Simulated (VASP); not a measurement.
Set up this calculation in VASP 6.6.1, as the native input.

| Quantity | Value |
| --- | --- |
| Task | single point |
| Functional | PBE |
| Dispersion | D3(BJ) |
| Potentials or basis | VASP PAW PBE potentials, release 64 (S, Pt) |
| Cutoff | 520 eV |
| k mesh | 9 × 9 × 1 |
| Occupations | gaussian, width 0.05 eV |
| Spin | no spin polarisation |
| Dipole correction | yes |
| Further INCAR settings | ALGO = Normal; EDIFF = 1e-07; NBANDS = 31 |

The structure of PtS2 lies in POSCAR:

```
PtS2
1.0
    3.5415277692      0.0000000000      0.0000000000
   -1.7707638846      3.0670530163      0.0000000000
    0.0000000000      0.0000000000     22.4670602589
S Pt
4 2
Direct
    0.6666666667      0.3333333333      0.2002932270
    0.3333333333      0.6666666667      0.3108341745
    1.0000000000      1.0000000000      0.4817510615
    0.6666666667      1.3333333333      0.5922920091
    0.0000000000      0.0000000000      0.2555637007
    0.3333333333      0.6666666667      0.5370215353
```

One way to write it, as run:

INCAR

```
PREC = Accurate
ENCUT = 520
EDIFF = 1E-7
ISMEAR = 0
SIGMA = 0.05
LREAL = False
LASPH = True
NELM = 80
ALGO = Normal
ISIF = 2
LWAVE = False
LCHARG = True
LDIPOL = True
IDIPOL = 3
DIPOL = 0.5 0.5 0.396
GGA = PE
IVDW = 12
LELF = True
LVHAR = True
LVACPOTAV = True
NBANDS = 31
```

KPOINTS

```
Automatic mesh
0
Gamma
  9 9 1
```

Potentials or basis: VASP PAW PBE potentials, release 64 (S, Pt).

Run with:

```console
$ cat potpaw_PBE.64/S/POTCAR potpaw_PBE.64/Pt/POTCAR > POTCAR
$ mpirun -np 1 vasp_std > vasp.out
```

It gave:

```json
{
  "Largest force": "0.050 eV/Å",
  "Band gap on the k mesh": "1.62 eV, indirect (least direct gap 1.71 eV)",
  "Dispersion energy per atom": "-0.305 eV"
}
```

Caveat: spin-orbit coupling is left out, which moves the levels of the heavy elements.

Run time: 96 s on 1 thread of AMD EPYC 9R45 96-Core Processor (Zen 5), with other jobs on the host, peak memory 0.36 GiB.
